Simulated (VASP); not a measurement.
## BAs: G0W0 quasiparticle levels with PBE

The system is BAs.

```
CELL_PARAMETERS angstrom
0.00000 2.38850 2.38850
2.38850 0.00000 2.38850
2.38850 2.38850 0.00000
ATOMIC_POSITIONS crystal
B 0.00000 0.00000 0.00000
As 0.25000 0.25000 0.25000
```

```json
{
 "Program": "VASP 6.6.1",
 "Task": "G0W0 quasiparticle levels",
 "Functional": "PBE",
 "Potentials or basis": "VASP PAW PBE potentials, release 64 (B_GW, As_GW)",
 "Cutoff": "500 eV",
 "k mesh": "2 × 2 × 2",
 "Occupations": "gaussian, width 0.01 eV",
 "Spin": "no spin polarisation",
 "Dipole correction": "no",
 "GW scheme": "G0W0",
 "GW iterations": "1",
 "Cutoff of the response function": "200",
 "Frequency points": "48",
 "Empty bands": "529",
 "Further INCAR settings": "ALGO = EVGW0; EDIFF = 1e-08; NBANDS = 533"
}
```

```json
{
 "Band gap on the k mesh, mean-field level": "1.28 eV, indirect (least direct gap 3.14 eV)",
 "Quasiparticle gap": "1.79 eV",
 "Least direct quasiparticle gap": "4.04 eV"
}
```

Levels at points of the mesh, in eV from the valence-band top:
```tsv
k point	band 2	band 3	band 4	band 5	band 6	band 7
(0.00, 0.00, 0.00)	0.00	0.00	0.00	3.14	3.14	3.14
(0.50, 0.00, 0.00)	-8.89	-1.86	-1.86	2.64	4.63	4.63
(0.50, 0.50, 0.00)	-8.59	-4.16	-4.16	1.28	1.32	11.35
```

Run time: 12 s on 1 thread of Intel(R) Xeon(R) 6975P-C (Granite Rapids), on a shared host, peak memory 0.22 GiB.

Caveat: the k points lie up to 1.14 Å⁻¹ apart; bands, screening cutoff and mesh are small and nothing is extrapolated, so the quasiparticle values aren't converged. A k mesh can miss the band edges.
